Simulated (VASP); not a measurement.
# W (P6_3/mmc) in VASP: further runs

The runs below take W through single point, with BLYP.

Everything below comes from runs of VASP 6.6.1. Logs are shortened: lines on timing, memory, paths and dates and some standing lists are left out, and cuts for length are marked.

### Step 1. The cell of the first run

It takes space group P6_3/mmc (No. 194, hexagonal). Conventional cell: a = 2.885 Å, b = 2.885 Å, c = 10.242 Å, α = 90.00°, β = 90.00°, γ = 120.00°. Within 3.8 Å of W (site symmetry -3m) lie 12 W at 2.88 to 3.05 Å. Within 3.8 Å of W (site symmetry -6m2) lie 12 W at 2.88 to 3.05 Å.

This isn't the form of W at room conditions, which is bcc.

### Step 2. Single point, BLYP (18.46 Å³/atom)

INCAR

```
  PREC = Accurate
  ENCUT = 520
  EDIFF = 1E-7
  ISMEAR = -1
  SIGMA = 0.1
  LREAL = False
  LASPH = True
  NELM = 60
  ALGO = Normal
  ISIF = 2
  LWAVE = False
  LCHARG = False
  GGA = B5
  ALDAX = 1.0
  AGGAX = 1.0
  AGGAC = 1.0
  ALDAC = 0.0
  NBANDS = 36
```

KPOINTS

```
regular mesh
0
Gamma
  14 14 4
```

POSCAR

```
W
1.0
    2.8849212962      0.0000000000      0.0000000000
   -1.4424606481      2.4984151304      0.0000000000
    0.0000000000      0.0000000000     10.2423431752
W
4
Direct
    1.0000000000      0.0000000000      0.0000000000
    1.0000000000      0.0000000000      0.5000000000
    0.3333333333      0.6666666667      0.2500000000
    0.6666666667      0.3333333333      0.7500000000
```

Potentials or basis: VASP PAW PBE potentials, release 64 (W_sv).

On the command line:

```console
$ cat potpaw_PBE.64/W_sv/POTCAR > POTCAR
$ mpirun -np 1 vasp_std > vasp.out
```

OUTCAR:

```text
PREC = Accurate
   ENCUT = 520
   EDIFF = 1E-7
   ISMEAR = -1
   LREAL = False
   LASPH = True
   NELM = 60
   ISIF = 2
   GGA = B5

 ion  position               nearest neighbor table
   1  0.000  0.000  0.000-   3 3.05   4 3.05   3 3.05   4 3.05   4 3.05   3 3.05
   2  0.000  0.000  0.500-   3 3.05   4 3.05   3 3.05   4 3.05   4 3.05   3 3.05
   3  0.333  0.667  0.250-   1 3.05   2 3.05   1 3.05   2 3.05   1 3.05   2 3.05
   4  0.667  0.333  0.750-   1 3.05   2 3.05   1 3.05   2 3.05   1 3.05   2 3.05

  LATTYP: Found a hexagonal cell.
 ALAT       =     2.8849212962
 C/A-ratio  =     3.5503024601

  Lattice vectors:

 A1 = (   2.8849212962,   0.0000000000,   0.0000000000)
 A2 = (  -1.4424606481,   2.4984151304,   0.0000000000)
 A3 = (   0.0000000000,   0.0000000000,  10.2423431752)

Analysis of symmetry for initial positions (statically):
=====================================================================
 Subroutine PRICEL returns:
 Original cell was already a primitive cell.

 Routine SETGRP: Setting up the symmetry group for a
 hexagonal supercell.

 Subroutine GETGRP returns: Found 24 space group operations
 (whereof 12 operations were pure point group operations)
 out of a pool of 24 trial point group operations.

The static configuration has the point symmetry D_3d.
 The point group associated with its full space group is D_6h.

Analysis of symmetry for dynamics (positions and initial velocities):
=====================================================================
 Subroutine PRICEL returns:
 Original cell was already a primitive cell.

 Routine SETGRP: Setting up the symmetry group for a
 hexagonal supercell.

 Subroutine GETGRP returns: Found 24 space group operations
 (whereof 12 operations were pure point group operations)
 out of a pool of 24 trial point group operations.

The dynamic configuration has the point symmetry D_3d.
 The point group associated with its full space group is D_6h.

 Subroutine INISYM returns: Found 24 space group operations
 (whereof 12 operations are pure point group operations),
 and found     1 'primitive' translations

----------------------------------------------------------------------------------------

                                     Primitive cell

  volume of cell :      73.8241

  direct lattice vectors                    reciprocal lattice vectors
     2.884921296  0.000000000  0.000000000     0.346629907  0.200126870  0.000000000
[... 90 lines left out ...]
   EDIFF  = 0.1E-06   stopping-criterion for ELM
   LREAL  =      F    real-space projection
   EDIFFG = 0.1E-05   stopping-criterion for IOM
   NSW    =      0    number of steps for IOM
   IBRION =     -1    ionic relax: 0-MD 1-quasi-New 2-CG
   NFREE  =      0    steps in history (QN), initial steepest desc. (CG)
   ISIF   =      2    stress and relaxation
   ISYM   =      2    0-nonsym 1-usesym 2-fastsym
   POTIM  = 0.5000    time-step for ionic-motion
   TEBEG  =    0.0;   TEEND  =   0.0 temperature during run
   PSTRESS=    0.0 pullay stress
   NELECT =      56.0000    total number of electrons
   NUPDOWN=      -1.0000    fix difference up-down
   EMIN   =  10.00;   EMAX   =-10.00  energy-range for DOS
   EFERMI =   0.00;   METHOD = LEGACY
   ISMEAR =    -1;   SIGMA  =   0.10  broadening in eV -4-tet -1-fermi 0-gaus
   EFERMI_NEDOS =   21; number of points for ismear=-14 and -15
   IALGO  =     38    algorithm
   IMIX   =      4    mixing-type and parameters
     AMIX     =   0.40;   BMIX     =  1.00
     AMIX_MAG =   1.60;   BMIX_MAG =  1.00
  volume/ion in A,a.u.               =      18.46       124.55
  Fermi-wavevector in a.u.,A,eV,Ry     =   1.493040  2.821437 30.329692  2.229169
  Thomas-Fermi vector in A             =   2.605492
   LORBIT       =      0    0 simple, 1 ext, 2 COOP (PROOUT), +10 PAW based schemes
   GGA     = B5    functional components
   LHFCALC =     F    Hartree Fock is set to
   AEXX    =    0.0000 exact exchange contribution
   IVDW    =     0    specifies the selected vdW correction
   LEPSILON=     F    determine dielectric tensor
   LRPA    =     F    only Hartree local field effects (RPA)
 non-spin polarized calculation
  energy-cutoff  :      520.00
  volume of cell :       73.82
 maximum number of plane-waves:      2054
 NGX is ok and might be reduce to    24
   NGX = 11   NGY = 11   NGZ = 39

 number of electron      56.0000000 magnetization

 Free energy of the ion-electron system (eV)
  ---------------------------------------------------
  ext. energy  EPLUGINS =         0.00000000
  ---------------------------------------------------
  free energy    TOTEN  =       -43.18483940 eV

  energy without entropy =      -43.03641961  energy(sigma->0) =      -43.11062950

 E-fermi :   9.5897     XC(G=0): -12.1473

 val. band max:        9.5853890956   @ k =   0.3571   0.2143   0.2500
 cond. band min:       9.5902826432   @ k =   0.4286   0.1429   0.2500
 fundamental gap:      0.0048935476
 Fermi energy:         9.5896847781

 k-point     1 :       0.0000    0.0000    0.0000
  band No.  band energies     occupation
      1     -63.9474      2.00000
      2     -63.9353      2.00000
      3     -63.9091      2.00000
      4     -63.8970      2.00000
      5     -28.7370      2.00000
      6     -28.4465      2.00000
[... 925 lines left out ...]
     35      12.9786      0.00000
     36      13.2321      0.00000

 [... further k-points ...]

------------------------ aborting loop because EDIFF is reached ----------------------------------------

  FORCE on cell =-STRESS in cart. coord.  units (eV):
  Direction    XX          YY          ZZ          XY          YZ          ZX
  --------------------------------------------------------------------------------------
  -------------------------------------------------------------------------------------
  Total       -7.6764249     -7.6764249     -6.3957972     -0.0000000      0.0000000      0.0000000
  in kB     -166.5987320   -166.5987320   -138.8057227     -0.0000000      0.0000000      0.0000000
  external PRESSURE =    -157.3343956 kB  Pullay stress =       0.0000000 kB

 VOLUME and BASIS-vectors are now :
 -----------------------------------------------------------------------------
  energy-cutoff  :      520.00
  volume of cell :       73.82
      direct lattice vectors                 reciprocal lattice vectors
     2.884921296  0.000000000  0.000000000     0.346629907  0.200126870  0.000000000
    -1.442460648  2.498415130  0.000000000     0.000000000  0.400253740  0.000000000
     0.000000000  0.000000000 10.242343175     0.000000000  0.000000000  0.097633909

 POSITION                                       TOTAL-FORCE (eV/Angst)
 -----------------------------------------------------------------------------------
      0.00000      0.00000      0.00000        -0.000000     -0.000000      0.000000
      0.00000      0.00000      5.12117        -0.000000     -0.000000      0.000000
     -0.00000      1.66561      2.56059        -0.000000      0.000000      0.000000
      1.44246      0.83281      7.68176         0.000000     -0.000000     -0.000000
 -----------------------------------------------------------------------------------
    total drift:                               -0.000000      0.000000     -0.000000

  FREE ENERGIE OF THE ION-ELECTRON SYSTEM (eV)
  ---------------------------------------------------
  free  energy   TOTEN  =       -43.1848393964 eV

  energy  without entropy=      -43.0364196076  energy(sigma->0) =      -43.11062950
```

stdout:

```text
POSCAR found type information on POSCAR W
 POSCAR found :  1 types and       4 ions
 scaLAPACK will be used
 -----------------------------------------------------------------------------
|                                                                             |
|                                                                             |
|     You enforced a specific xc type in the INCAR file but a different       |
|     I HOPE YOU KNOW WHAT YOU ARE DOING!                                     |
|                                                                             |
 -----------------------------------------------------------------------------

 LDA part: xc-table for (Slater(with rela. corr.)+VWN5), standard interpolation
 POSCAR, INCAR and KPOINTS ok, starting setup
 FFT: planning ... GRIDC
 FFT: planning ... GRID_SOFT
 FFT: planning ... GRID
 WAVECAR not read
 entering main loop
```

Run time: 5.6 min. Hardware: 1 thread of Intel Xeon 8259CL, shared host; peak memory 0.29 GiB.

What came out:

```yaml
Free_energy: -43.1848 eV
Pressure: -15.7 GPa
Band_gap_on_the_k_mesh: zero (bands 28 and 29 overlap by 1.88 eV)
```

Caveat: the cell stands under tension; the PAW data sets were made with another functional, which shifts forces and pressure a little; spin-orbit coupling is left out, which moves the levels of the heavy elements.

### Step 3. Single point, BLYP (19.14 Å³/atom)

This run uses another cell than the first one, of 19.14 Å³/atom.

INCAR

```
SYSTEM = W
PREC = Accurate
ENCUT = 520
EDIFF = 1E-6
ISMEAR = -1
SIGMA = 0.1
LREAL = .FALSE.
LASPH = .TRUE.
NELM = 60
ALGO = Normal
ISIF = 2
LWAVE = .FALSE.
LCHARG = .TRUE.
GGA = B5
ALDAX = 1.0
AGGAX = 1.0
AGGAC = 1.0
ALDAC = 0.0
LELF = .TRUE.
LVHAR = .TRUE.
NBANDS = 36
```

KPOINTS

```
regular mesh
0
G
  14 14 4
  0 0 0
```

POSCAR

```
W
1.0
    2.9201067309      0.0000000000      0.0000000000
   -1.4600533655      2.5288866107      0.0000000000
    0.0000000000      0.0000000000     10.3672621107
W
4
Direct
    1.0000000000      0.0000000000      0.0000000000
    1.0000000000      0.0000000000      0.5000000000
    0.3333333333      0.6666666667      0.2500000000
    0.6666666667      0.3333333333      0.7500000000
```

Potentials or basis: VASP PAW PBE potentials, release 64 (W_sv).

On the command line:

```console
$ cat potpaw_PBE.64/W_sv/POTCAR > POTCAR
$ mpirun -np 1 vasp_std > vasp.out
```

It took 4.2 min on 1 thread of Intel Xeon 8259CL, shared host; peak memory 0.29 GiB.

It converged, with:

* Free energy: -42.8630 eV
* Pressure: -22.0 GPa
* Band gap on the k mesh: zero (bands 28 and 29 overlap by 1.78 eV)

Stress tensor (GPa, compression positive):
```
-23.33   0.00   0.00
  0.00 -23.33   0.00
  0.00   0.00 -19.20
```

Levels at points of the mesh, in eV from the Fermi level:
```
           k point  band 26  band 27  band 28  band 29  band 30  band 31
(0.00, 0.00, 0.00)    -0.34    -0.34    -0.16    -0.13    -0.13    -0.01
(0.50, 0.00, 0.00)    -0.44    -0.14     1.30     1.35     1.35     1.95
(0.00, 0.00, 0.50)    -0.36    -0.36    -0.36    -0.12    -0.12    -0.12
(0.50, 0.00, 0.50)    -0.03     0.25     0.25     0.52     0.52     2.81
```

Caveat: the cell stands under tension; the PAW data sets were made with another functional, which shifts forces and pressure a little; spin-orbit coupling is left out, which moves the levels of the heavy elements.

### Step 4. Single point, BLYP

This run uses another cell than the first one, of 17.09 Å³/atom.

INCAR

```
SYSTEM = W
PREC = Accurate
ENCUT = 520
EDIFF = 1E-6
ISMEAR = -1
SIGMA = 0.1
LREAL = .False.
LASPH = .True.
NELM = 60
ALGO = Normal
ISIF = 2
LWAVE = .False.
LCHARG = .False.
GGA = B5
ALDAX = 1.0
AGGAX = 1.0
AGGAC = 1.0
ALDAC = 0.0
NBANDS = 36
```

KPOINTS

```
regular mesh
0
Gamma
  17 17 5
  0 0 0
```

POSCAR

```
W
1.0
    2.8118536812      0.0000000000      0.0000000000
   -1.4059268406      2.4351367196      0.0000000000
    0.0000000000      0.0000000000      9.9829310417
W
4
Direct
    1.0000000000      0.0000000000      0.0000000000
    1.0000000000      0.0000000000      0.5000000000
    0.3333333333      0.6666666667      0.2500000000
    0.6666666667      0.3333333333      0.7500000000
```

On the command line:

```console
$ cat potpaw_PBE.64/W_sv/POTCAR > POTCAR
$ mpirun -np 1 vasp_std > vasp.out
```

Run time: 4.9 min. Hardware: 1 thread of Intel Xeon 8259CL, shared host; peak memory 0.32 GiB.

Results (log left out):

```yaml
Free_energy: -43.4453 eV
Pressure: 1.3 GPa
Band_gap_on_the_k_mesh: zero (bands 28 and 29 overlap by 2.11 eV)
```

Stress tensor (GPa, compression positive):
```
1.51 0.00 0.00
0.00 1.51 0.00
0.00 0.00 0.89
```

Levels at points of the mesh, in eV from the Fermi level:
```csv
k point,band 25,band 26,band 27,band 28,band 29,band 30,band 31,band 32
"(0.00, 0.00, 0.00)",-0.57,-0.43,-0.43,-0.20,-0.20,-0.03,-0.03,-0.03
```

Caveat: the PAW data sets were made with another functional, which shifts forces and pressure a little; spin-orbit coupling is left out, which moves the levels of the heavy elements.

### Step 5. Summary

| cell | k mesh | gap on the mesh (eV) | pressure (GPa) |
| --- | --- | --- | --- |
| a = 2.885, b = 2.885, c = 10.242 Å, angles 90.0, 90.0, 120.0°, 4 atoms | 14 × 14 × 4 | none | -15.7 |
| a = 2.920, b = 2.920, c = 10.367 Å, angles 90.0, 90.0, 120.0°, 4 atoms | 14 × 14 × 4 | none | -22.0 |
| a = 2.812, b = 2.812, c = 9.983 Å, angles 90.0, 90.0, 120.0°, 4 atoms | 17 × 17 × 5 | none | 1.3 |

Alike in all rows: task single point; level BLYP; potentials or basis VASP PAW PBE potentials, release 64 (W_sv); no spin polarisation; cutoff (eV) 520; smearing fermi-dirac 0.1 eV.

Caveats: the PAW data sets were made with another functional, which shifts forces and pressure a little; spin-orbit coupling is left out, which moves the levels of the heavy elements; the cell stands under tension (at least some runs).

Absolute energies hang on the potentials; compare differences alone.
